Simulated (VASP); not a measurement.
# Mg2O (P4_2/mnm) in VASP: a series of runs

The runs below take Mg2O through relaxation of cell and atoms, single point, with PBE.

All numbers are computed with VASP 6.6.1; they aren't measurements. Logs are shortened: lines on timing, memory, paths and dates and some standing lists are left out, and cuts for length are marked.

## Step 1: The cell of the first run

The structure is tetragonal, space group P4_2/mnm (No. 136). Conventional cell: a = 5.212 Å, b = 5.212 Å, c = 3.157 Å, α = 90.00°, β = 90.00°, γ = 90.00°. Mg (site symmetry m2m) has 3 O at 2.16 to 2.20 Å within 2.9 Å. Within 2.9 Å of O (site symmetry mmm) lie 6 Mg at 2.16 to 2.20 Å.

The cell was generated, and may not be a known phase.

## Step 2: Relaxation of cell and atoms, PBE

Input file INCAR:

```
PREC = Accurate ; ENCUT = 600
EDIFF = 1E-7 ; ISMEAR = 0
SIGMA = 0.1 ; LREAL = False
LASPH = True ; NELM = 60
ALGO = Normal ; ISIF = 3
LWAVE = False ; LCHARG = False
GGA = PE ; IBRION = 2
NSW = 90 ; EDIFFG = -0.04
```

Input file KPOINTS:

```
regular mesh
0
Gamma
  4 4 6
```

Input file POSCAR:

```
Mg2O
1.0
    5.2122651561      0.0000000000      0.0000000000
    0.0000000000      5.2122651561      0.0000000000
    0.0000000000      0.0000000000      3.1568590149
Mg O
4 2
Direct
    0.2074765518      0.2074765518      0.0000000000
    0.7925234482      0.7925234482      0.0000000000
    0.7074765518      0.2925234482      0.5000000000
    0.2925234482      0.7074765518      0.5000000000
    0.5000000000      0.5000000000      0.0000000000
    0.0000000000      0.0000000000      0.5000000000
```

Potentials or basis: VASP PAW PBE potentials, release 64 (Mg, O).

Started as:

```sh
cat potpaw_PBE.64/Mg/POTCAR potpaw_PBE.64/O/POTCAR > POTCAR
mpirun -np 1 vasp_std > vasp.out
```

OUTCAR:

```text
PREC = Accurate
   ENCUT = 600
   EDIFF = 1E-7
   ISMEAR = 0
   LREAL = False
   LASPH = True
   NELM = 60
   ISIF = 3
   GGA = PE
   IBRION = 2
   NSW = 90
   EDIFFG = -0.04

 ion  position               nearest neighbor table
   1  0.207  0.207  0.000-   5 2.16   6 2.20   6 2.20   2 3.06   4 3.08   3 3.08   4 3.08   3 3.08
                             4 3.08   4 3.08   3 3.08   3 3.08
   2  0.793  0.793  0.000-   5 2.16   6 2.20   6 2.20   1 3.06   4 3.08   3 3.08   4 3.08   3 3.08
                             3 3.08   3 3.08   4 3.08   4 3.08
   3  0.707  0.293  0.500-   6 2.16   5 2.20   5 2.20   4 3.06   1 3.08   1 3.08   2 3.08   2 3.08
                             2 3.08   2 3.08   1 3.08   1 3.08
   4  0.293  0.707  0.500-   6 2.16   5 2.20   5 2.20   3 3.06   1 3.08   1 3.08   2 3.08   2 3.08
                             1 3.08   1 3.08   2 3.08   2 3.08
   5  0.500  0.500  0.000-   1 2.16   2 2.16   3 2.20   4 2.20   3 2.20   4 2.20
   6  0.000  0.000  0.500-   3 2.16   4 2.16   1 2.20   2 2.20   1 2.20   2 2.20

  LATTYP: Found a simple tetragonal cell.
 ALAT       =     5.2122651561
 C/A-ratio  =     0.6056597123

  Lattice vectors:

 A1 = (   5.2122651561,   0.0000000000,   0.0000000000)
 A2 = (   0.0000000000,   5.2122651561,   0.0000000000)
 A3 = (   0.0000000000,   0.0000000000,   3.1568590149)

Analysis of symmetry for initial positions (statically):
=====================================================================
 Subroutine PRICEL returns:
 Original cell was already a primitive cell.

 Routine SETGRP: Setting up the symmetry group for a
 simple tetragonal supercell.

 Subroutine GETGRP returns: Found 16 space group operations
 (whereof  8 operations were pure point group operations)
 out of a pool of 16 trial point group operations.

The static configuration has the point symmetry D_2h.
 The point group associated with its full space group is D_4h.

Analysis of symmetry for dynamics (positions and initial velocities):
=====================================================================
 Subroutine PRICEL returns:
 Original cell was already a primitive cell.

 Routine SETGRP: Setting up the symmetry group for a
 simple tetragonal supercell.

 Subroutine GETGRP returns: Found 16 space group operations
 (whereof  8 operations were pure point group operations)
 out of a pool of 16 trial point group operations.

The dynamic configuration has the point symmetry D_2h.
 The point group associated with its full space group is D_4h.

 Subroutine INISYM returns: Found 16 space group operations
 (whereof  8 operations are pure point group operations),
 and found     1 'primitive' translations

----------------------------------------------------------------------------------------

                                     Primitive cell

  volume of cell :      85.7646

  direct lattice vectors                    reciprocal lattice vectors
     5.212265156  0.000000000  0.000000000     0.191855167  0.000000000  0.000000000
     0.000000000  5.212265156  0.000000000     0.000000000  0.191855167  0.000000000
     0.000000000  0.000000000  3.156859015     0.000000000  0.000000000  0.316770561

  length of vectors
     5.212265156  5.212265156  3.156859015     0.191855167  0.191855167  0.316770561

  position of ions in fractional coordinates (direct lattice)
     0.207476552  0.207476552  0.000000000
     0.792523448  0.792523448  0.000000000
     0.707476552  0.292523448  0.500000000
     0.292523448  0.707476552  0.500000000
     0.500000000  0.500000000  0.000000000
     0.000000000  0.000000000  0.500000000

  ion indices of the primitive-cell ions
   primitive index   ion index
                 1           1
                 2           2
                 3           3
                 4           4
                 5           5
                 6           6

----------------------------------------------------------------------------------------

 KPOINTS: regular mesh

Automatic generation of k-mesh.
 Grid dimensions read from file:
[... 46 lines left out ...]
   EDIFF  = 0.1E-06   stopping-criterion for ELM
   LREAL  =      F    real-space projection
   EDIFFG = -.4E-01   stopping-criterion for IOM
   NSW    =     90    number of steps for IOM
   IBRION =      2    ionic relax: 0-MD 1-quasi-New 2-CG
   NFREE  =      1    steps in history (QN), initial steepest desc. (CG)
   ISIF   =      3    stress and relaxation
   ISYM   =      2    0-nonsym 1-usesym 2-fastsym
   POTIM  = 0.5000    time-step for ionic-motion
   TEBEG  =    0.0;   TEEND  =   0.0 temperature during run
   PSTRESS=    0.0 pullay stress
   NELECT =      20.0000    total number of electrons
   NUPDOWN=      -1.0000    fix difference up-down
   EMIN   =  10.00;   EMAX   =-10.00  energy-range for DOS
   EFERMI =   0.00;   METHOD = LEGACY
   ISMEAR =     0;   SIGMA  =   0.10  broadening in eV -4-tet -1-fermi 0-gaus
   EFERMI_NEDOS =   21; number of points for ismear=-14 and -15
   IALGO  =     38    algorithm
   IMIX   =      4    mixing-type and parameters
     AMIX     =   0.40;   BMIX     =  1.00
     AMIX_MAG =   1.60;   BMIX_MAG =  1.00
  volume/ion in A,a.u.               =      14.29        96.46
  Fermi-wavevector in a.u.,A,eV,Ry     =   1.007663  1.904207 13.815156  1.015385
  Thomas-Fermi vector in A             =   2.140482
   LORBIT       =      0    0 simple, 1 ext, 2 COOP (PROOUT), +10 PAW based schemes
   GGA     = PE    functional components
   LHFCALC =     F    Hartree Fock is set to
   AEXX    =    0.0000 exact exchange contribution
   IVDW    =     0    specifies the selected vdW correction
   LEPSILON=     F    determine dielectric tensor
   LRPA    =     F    only Hartree local field effects (RPA)
 conjugate gradient relaxation of ions
 non-spin polarized calculation
 Gauss-broadening in eV      SIGMA  =   0.10
  energy-cutoff  :      600.00
  volume of cell :       85.76
 maximum number of plane-waves:      2916
 NGX is ok and might be reduce to    42
   NGX = 21   NGY = 21   NGZ = 13

--------------------------------------- Ionic step        1  -------------------------------------------

 number of electron      19.9999993 magnetization

 Free energy of the ion-electron system (eV)
  ---------------------------------------------------
  ext. energy  EPLUGINS =         0.00000000
  ---------------------------------------------------
  free energy    TOTEN  =       -24.26607024 eV

  energy without entropy =      -24.26228225  energy(sigma->0) =      -24.26417625

------------------------ aborting loop because EDIFF is reached ----------------------------------------

  FORCE on cell =-STRESS in cart. coord.  units (eV):
  Direction    XX          YY          ZZ          XY          YZ          ZX
  --------------------------------------------------------------------------------------
  -------------------------------------------------------------------------------------
  Total        0.1448626      0.1448626     -0.7478134     -0.0000000      0.0000000      0.0000000
  in kB        2.7061916      2.7061916    -13.9699752     -0.0000000      0.0000000      0.0000000
  external PRESSURE =      -2.8525306 kB  Pullay stress =       0.0000000 kB
[... 65 lines left out ...]
  energy  without entropy=      -24.2660566719  energy(sigma->0) =      -24.26777030

--------------------------------------- Ionic step        3  -------------------------------------------

 number of electron      19.9999995 magnetization

 Free energy of the ion-electron system (eV)
  ---------------------------------------------------
  ext. energy  EPLUGINS =         0.00000000
  ---------------------------------------------------
  free energy    TOTEN  =       -24.27013442 eV

  energy without entropy =      -24.26696041  energy(sigma->0) =      -24.26854742

 E-fermi :   4.5728     XC(G=0):  -9.6255

 val. band max:        4.5081126881   @ k =   0.5000   0.5000   0.1667
 cond. band min:       4.6371693826   @ k =   0.2500   0.2500   0.5000
 fundamental gap:      0.1290566945
 Fermi energy:         4.5727628450

 k-point     1 :       0.0000    0.0000    0.0000
  band No.  band energies     occupation
      1     -15.2386      2.00000
      2     -15.0000      2.00000
      3      -2.0689      2.00000
      4      -2.0689      2.00000
      5      -0.8548      2.00000
      6      -0.8548      2.00000
      7      -0.1731      2.00000
      8       0.0908      2.00000
      9       0.1532      2.00000
     10       2.3966      2.00000
     11       6.8607      0.00000
     12       7.2270      0.00000
     13       7.2270      0.00000
     14       9.8658      0.00000
[... 422 lines left out ...]
  FREE ENERGIE OF THE ION-ELECTRON SYSTEM (eV)
  ---------------------------------------------------
  free  energy   TOTEN  =       -24.2701344225 eV

  energy  without entropy=      -24.2669604090  energy(sigma->0) =      -24.26854742

 reached required accuracy - stopping structural energy minimisation
```

Run time: 70 s. Hardware: 1 thread of Intel Xeon Platinum 8488C (Sapphire Rapids), shared host; peak memory 0.23 GiB.

Results:

| Property | Result |
| --- | --- |
| Free energy | -24.2701 eV |
| Relaxed volume | 14.21 Å³/atom |
| Relaxed cell | a = 5.222 Å, b = 5.222 Å, c = 3.126 Å, α = 90.00°, β = 90.00°, γ = 90.00° |
| Space group after relaxing (to 0.1 Å) | P4_2/mnm (No. 136) |
| Energy gained by relaxing | 0.7 meV/atom |
| Ionic steps | 3 |
| Pressure after relaxing | 0.1 GPa |
| Largest force after relaxing | 0.016 eV/Å |
| Band gap on the k mesh | zero (bands 10 and 11 overlap by 0.88 eV) |

Forces on the atoms (eV/Å):
```
Mg  -0.011 -0.011  0.000
Mg   0.011  0.011  0.000
Mg  -0.011  0.011  0.000
Mg   0.011 -0.011  0.000
O    0.000  0.000  0.000
O    0.000  0.000  0.000
```

Step by step:
| step | energy change (eV) | largest force (eV/Å) | pressure (GPa) | volume (Å³) |
| --- | --- | --- | --- | --- |
| 1 | 0.0000 | 0.0036 | -0.29 | 85.76 |
| 2 | -0.0034 | 0.0085 | -0.03 | 85.45 |
| 3 | -0.0041 | 0.0162 | 0.15 | 85.24 |

Final structure:
```
CELL_PARAMETERS angstrom
5.22222 0.00000 0.00000
0.00000 5.22222 0.00000
0.00000 0.00000 3.12573
ATOMIC_POSITIONS crystal
Mg 0.20751 0.20751 0.00000
Mg 0.79249 0.79249 0.00000
Mg 0.70751 0.29249 0.50000
Mg 0.29249 0.70751 0.50000
O 0.50000 0.50000 0.00000
O 0.00000 0.00000 0.50000
```

## Step 3: Relaxation of cell and atoms, PBE

This run uses another cell than the first one, of 15.89 Å³/atom.

Input file INCAR:

```
PREC     = Accurate       # precision mode
ENCUT    = 600            # plane-wave cutoff, eV
EDIFF    = 1E-6           # SCF threshold, eV
ISMEAR   = 0              # smearing method
SIGMA    = 0.1            # smearing width, eV
LREAL    = F              # projectors in reciprocal space
LASPH    = T              # aspherical terms in the spheres
NELM     = 60             # most SCF steps
ALGO     = Normal         # electronic algorithm
ISIF     = 3              # what is computed and relaxed
LWAVE    = F              # write WAVECAR
LCHARG   = F              # write CHGCAR
GGA      = PE             # functional
IBRION   = 2              # ionic algorithm
NSW      = 90             # ionic steps
EDIFFG   = -0.04          # ionic threshold
```

Input file KPOINTS:

```
Automatic mesh
0
Gamma
  4 4 6
```

Input file POSCAR:

```
Mg2O
1.0
    5.2901358324      0.0000000000      0.0000000000
    0.0000000000      5.2901358324      0.0000000000
    0.0000000000      0.0000000000      3.4073817867
Mg O
4 2
Direct
    0.3060000000      0.3060000000      0.0000000000
    0.1940000000      0.8060000000      0.5000000000
    0.6940000000      0.6940000000      0.0000000000
    0.8060000000      0.1940000000      0.5000000000
    0.0000000000      0.0000000000      0.0000000000
    0.5000000000      0.5000000000      0.5000000000
```

Potentials or basis: VASP PAW PBE potentials, release 64 (Mg, O).

Started as:

```sh
cat potpaw_PBE.64/Mg/POTCAR potpaw_PBE.64/O/POTCAR > POTCAR
mpirun -np 1 vasp_std > vasp.out
```

Wall time 2.2 min (1 thread of Intel Xeon Platinum 8488C (Sapphire Rapids), shared host); peak memory 0.23 GiB.

The run converged. Its results:

| Property | Result |
| --- | --- |
| Free energy | -24.2795 eV |
| Relaxed volume | 14.23 Å³/atom |
| Relaxed cell | a = 5.222 Å, b = 5.222 Å, c = 3.132 Å, α = 90.00°, β = 90.00°, γ = 90.00° |
| Space group after relaxing (to 0.1 Å) | P4_2/mnm (No. 136) |
| Energy gained by relaxing | 75.1 meV/atom |
| Ionic steps | 8 |
| Pressure after relaxing | 0.1 GPa |
| Largest force after relaxing | 0.009 eV/Å |
| Band gap on the k mesh | zero (bands 10 and 11 overlap by 0.87 eV) |

Forces on the atoms (eV/Å):
```
Mg  -0.007 -0.007  0.000
Mg   0.007 -0.007  0.000
Mg   0.007  0.007  0.000
Mg  -0.007  0.007  0.000
O    0.000  0.000  0.000
O    0.000  0.000  0.000
```

Stress tensor (GPa, compression positive):
```
 0.25  0.00  0.00
 0.00  0.25  0.00
 0.00  0.00 -0.26
```

The path:
| step | energy change (eV) | largest force (eV/Å) | pressure (GPa) | volume (Å³) |
| --- | --- | --- | --- | --- |
| 1 | 0.0000 | 0.4945 | -5.93 | 95.36 |
| 2 | -0.3670 | 0.3781 | -0.97 | 87.39 |
| 3 | -0.4017 | 0.3500 | 1.36 | 84.72 |
| 4 | -0.4021 | 0.3474 | 1.66 | 84.41 |
| 5 | -0.4360 | 0.1712 | 0.25 | 85.57 |
| 6 | -0.4387 | 0.1130 | -0.21 | 85.99 |
| 7 | -0.4441 | 0.0880 | -0.16 | 85.85 |
| 8 | -0.4503 | 0.0094 | 0.08 | 85.40 |

Final structure:
```
CELL_PARAMETERS angstrom
5.22153 0.00000 0.00000
0.00000 5.22153 0.00000
0.00000 0.00000 3.13218
ATOMIC_POSITIONS crystal
Mg 0.29316 0.29316 0.00000
Mg 0.20684 0.79316 0.50000
Mg 0.70684 0.70684 0.00000
Mg 0.79316 0.20684 0.50000
O 0.00000 0.00000 0.00000
O 0.50000 0.50000 0.50000
```

Levels at points of the mesh, in eV from the Fermi level:
```tsv
k point	band 6	band 7	band 8	band 9	band 10	band 11	band 12	band 13	band 14
(0.00, 0.00, 0.00)	-5.42	-4.74	-4.50	-4.43	-2.16	2.28	2.66	2.66	5.29
(0.50, 0.00, 0.00)	-6.05	-4.46	-4.46	-2.07	-2.07	1.79	1.79	2.74	2.74
(0.50, 0.50, 0.00)	-5.27	-4.46	-4.46	-0.84	-0.84	-0.68	-0.68	4.93	4.93
(0.00, 0.00, 0.50)	-5.45	-5.41	-5.41	-0.35	-0.35	1.37	1.37	2.05	2.05
(0.50, 0.00, 0.50)	-5.42	-5.40	-5.40	-0.68	-0.68	1.31	1.31	3.08	3.08
(0.50, 0.50, 0.50)	-5.67	-5.61	-5.61	0.20	0.20	1.09	1.09	2.65	2.65
```

## Step 4: Single point, PBE, collinear spin, ferromagnetic start

This run uses another cell than the first one, of 15.89 Å³/atom.

Input file INCAR:

```
SYSTEM = Mg2O
PREC     = Accurate       ! precision mode
ENCUT    = 520            ! plane-wave cutoff, eV
EDIFF    = 1E-6           ! SCF threshold, eV
ISMEAR   = 0              ! smearing method
SIGMA    = 0.1            ! smearing width, eV
LREAL    = .FALSE.        ! projectors in reciprocal space
LASPH    = .TRUE.         ! aspherical terms in the spheres
NELM     = 150            ! most SCF steps
ALGO     = Normal         ! electronic algorithm
ISIF     = 2              ! what is computed and relaxed
LWAVE    = .FALSE.        ! write WAVECAR
LCHARG   = .FALSE.        ! write CHGCAR
ISPIN    = 2              ! spin polarisation
MAGMOM   = 0 0 0 0 1 1    ! initial moments
LORBIT   = 11             ! projections on sites
GGA      = PE             ! functional
NBANDS   = 23             ! bands
```

Input file KPOINTS:

```
Automatic mesh
0
G
  4 4 6
  0 0 0
```

POSCAR is that of step 3.

Started as:

```sh
cat potpaw_PBE.64/Mg/POTCAR potpaw_PBE.64/O/POTCAR > POTCAR
mpirun -np 1 vasp_std > vasp.out
```

Run time: 79 s. Hardware: 1 thread of Intel Xeon Platinum 8488C (Sapphire Rapids), shared host; peak memory 0.26 GiB.

Results (log left out):

* Free energy: -23.8251 eV
* Pressure: -5.8 GPa
* Largest force: 0.495 eV/Å
* Band gap on the k mesh: zero (filled and empty bands overlap)
* Net moment: 0.00 μB per cell
* Valence electrons inside the program's atomic spheres: Mg 0.32; O 4.97

Forces on the atoms (eV/Å):
```
Mg  -0.350 -0.350  0.000
Mg   0.350 -0.350  0.000
Mg   0.350  0.350  0.000
Mg  -0.350  0.350  0.000
O    0.000  0.000  0.000
O    0.000  0.000  0.000
```

Stress tensor (GPa, compression positive):
```
 -2.55   0.00   0.00
  0.00  -2.55   0.00
  0.00   0.00 -12.39
```

Levels at points of the mesh, in eV from the Fermi level:
Spin up:
```
           k point  band 6  band 7  band 8  band 9  band 10  band 11  band 12  band 13  band 14  band 15
(0.00, 0.00, 0.00)   -4.75   -4.56   -4.43   -4.43    -1.54     1.84     2.65     2.65     4.88     5.31
(0.50, 0.00, 0.00)   -5.34   -4.49   -4.49   -1.78    -1.78     1.73     1.73     2.86     2.86     5.89
(0.50, 0.50, 0.00)   -4.62   -4.48   -4.48   -0.93    -0.93    -0.33    -0.33     5.43     5.43     6.23
(0.00, 0.00, 0.50)   -4.91   -4.85   -4.85   -0.42    -0.42     1.47     1.47     2.13     2.13     4.41
(0.50, 0.00, 0.50)   -4.91   -4.82   -4.82   -0.64    -0.64     1.25     1.25     2.92     2.92     5.07
(0.50, 0.50, 0.50)   -5.14   -5.09   -5.09    0.31     0.31     1.06     1.06     2.50     2.50     3.98
```
Spin down:
```csv
k point,band 6,band 7,band 8,band 9,band 10,band 11,band 12,band 13,band 14,band 15
"(0.00, 0.00, 0.00)",-4.75,-4.56,-4.43,-4.43,-1.54,1.84,2.65,2.65,4.88,5.31
"(0.50, 0.00, 0.00)",-5.34,-4.49,-4.49,-1.78,-1.78,1.73,1.73,2.86,2.86,5.89
"(0.50, 0.50, 0.00)",-4.62,-4.48,-4.48,-0.93,-0.93,-0.33,-0.33,5.43,5.43,6.23
"(0.00, 0.00, 0.50)",-4.91,-4.85,-4.85,-0.42,-0.42,1.47,1.47,2.13,2.13,4.41
"(0.50, 0.00, 0.50)",-4.91,-4.82,-4.82,-0.64,-0.64,1.25,1.25,2.92,2.92,5.07
"(0.50, 0.50, 0.50)",-5.14,-5.09,-5.09,0.31,0.31,1.06,1.06,2.50,2.50,3.98
```

Caveat: the stress differs along the axes, from -12 to -3 GPa; semilocal functionals underestimate gaps, and a narrow one can read as zero.

## Step 5: Summary

| task | spin | cell | cutoff (eV) | gap on the mesh (eV) | pressure (GPa) | relaxed volume (Å³/atom) | largest force (eV/Å) |
| --- | --- | --- | --- | --- | --- | --- | --- |
| relaxation of cell and atoms | off | relaxed from a = 5.212, b = 5.212, c = 3.157 Å, 6 atoms, atomic positions A | 600 | none | 0.1 | 14.21 | 0.02 |
| relaxation of cell and atoms | off | relaxed from a = 5.290, b = 5.290, c = 3.407 Å, 6 atoms, atomic positions B | 600 | none | 0.1 | 14.23 | 0.01 |
| single point | collinear, ferromagnetic start | a = 5.290, b = 5.290, c = 3.407 Å, 6 atoms, atomic positions B | 520 | none | -5.8 | - | 0.49 |

Alike in all rows: level PBE; potentials or basis VASP PAW PBE potentials, release 64 (Mg, O); k mesh 4 × 4 × 6; smearing gaussian 0.1 eV.

Caveats: the stress differs along the axes, from -12 to -3 GPa (at least some runs); semilocal functionals underestimate gaps, and a narrow one can read as zero (at least some runs).

Total energies depend on the potentials used, so only differences within one code and one set of settings carry meaning.

The gap in the log of VASP goes by the Fermi energy; the results here count the filled bands.